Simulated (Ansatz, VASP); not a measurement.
**AlNi3: VASP beside Ansatz**

Contents of INCAR:

```
SYSTEM = AlNi3
ALGO     = Normal         ! electronic algorithm
EDIFF    = 1E-7           ! SCF threshold, eV
ENCUT    = 520            ! plane-wave cutoff, eV
GGA      = PS             ! functional
ISIF     = 2              ! what is computed and relaxed
ISMEAR   = -1             ! smearing method
ISPIN    = 2              ! spin polarisation
LASPH    = .True.         ! aspherical terms in the spheres
LCHARG   = .False.        ! write CHGCAR
LMAXMIX  = 4              ! l up to which the mixer works
LORBIT   = 11             ! projections on sites
LREAL    = .False.        ! projectors in reciprocal space
LWAVE    = .False.        ! write WAVECAR
MAGMOM   = 1 1 1 0        ! initial moments
NBANDS   = 28             ! bands
NELM     = 150            ! most SCF steps
PREC     = Accurate       ! precision mode
SIGMA    = 0.05           ! smearing width, eV
```

File KPOINTS:

```
k-points
0
Gamma
  8 8 8
  0 0 0
```

POSCAR

```
AlNi3
1.0
    3.5230547267      0.0000000000      0.0000000000
    0.0000000000      3.5230547267      0.0000000000
    0.0000000000      0.0000000000      3.5230547267
Ni Al
3 1
Direct
    0.5026850000      0.4964100000      0.0135770000
    0.5005900000      0.0062450000      0.4979510000
   -0.0162060000      0.4975420000      0.5045350000
   -0.0001420000     -0.0006570000     -0.0019820000
```

Contents of input.yaml:

```yaml
crystal:
  lattice:
    - [3.5230547267, 0.0, 0.0]
    - [0.0, 3.5230547267, 0.0]
    - [0.0, 0.0, 3.5230547267]
  atoms:
    - { symbol: Ni, position: [0.502685, 0.49641, 0.013577], spin: 1.0 }
    - { symbol: Ni, position: [0.50059, 0.006245, 0.497951], spin: 1.0 }
    - { symbol: Ni, position: [-0.016206, 0.497542, 0.504535], spin: 1.0 }
    - { symbol: Al, position: [-0.000142, -0.000657, -0.001982] }
hamiltonian:
  xc: pbesol
  pseudopotentials: { kind: paw }
magnetization:
  spin_polarized: true
kpoints:
  mp_grid: { grid: [8, 8, 8] }
scf:
  occupations: { method: fermi_dirac, width: 0.05 }
output:
  forces: true
  stress: true
  eigenvalues: true
```

Change from the starting cell: atoms moved at random, drawn with an rms of 0.05 Å.

Alike in both runs: task single point; functional PBEsol; k mesh 8 × 8 × 8; occupations fermi-dirac, width 0.05 eV; collinear spin.

```csv
,VASP,Ansatz
version,VASP 6.6.1,Ansatz 0.2.0
potentials or method,"VASP PAW PBE potentials, release 64 (Ni, Al)",Ansatz PAW
plane-wave cutoff (eV),520,420
valence electrons in the cell,33,57
```

|  | VASP | Ansatz | Ansatz less VASP |
| --- | --- | --- | --- |
| gap on the k mesh at the Fermi level (eV) | none | none | - |
| pressure (GPa) | -0.1 | -0.2 | -0.09 |
| traceless stress, the component that is largest in VASP (GPa) | 0.22 | 0.22 | +0.004 |
| rms of the force components (eV/Å) | 0.280 | 0.284 | +0.0039 |
| net moment per atom (μB) | 0.16 | 0.16 | +0.009 |
| size of the moment on the site where the two differ most (μB) | 0.22 | 0.24 | +0.023 |

VASP's potentials were made for PBE, not for PBEsol. Site moments also hang on the region over which each program counts them. Atom by atom the forces differ by 0.004 eV/Å (rms over components). A gap of «none» marks a metal or a gap that the smearing closes. VASP's potentials hold 33 valence electrons a cell and Ansatz's 57, so a difference there can come from the potentials and not from the codes.
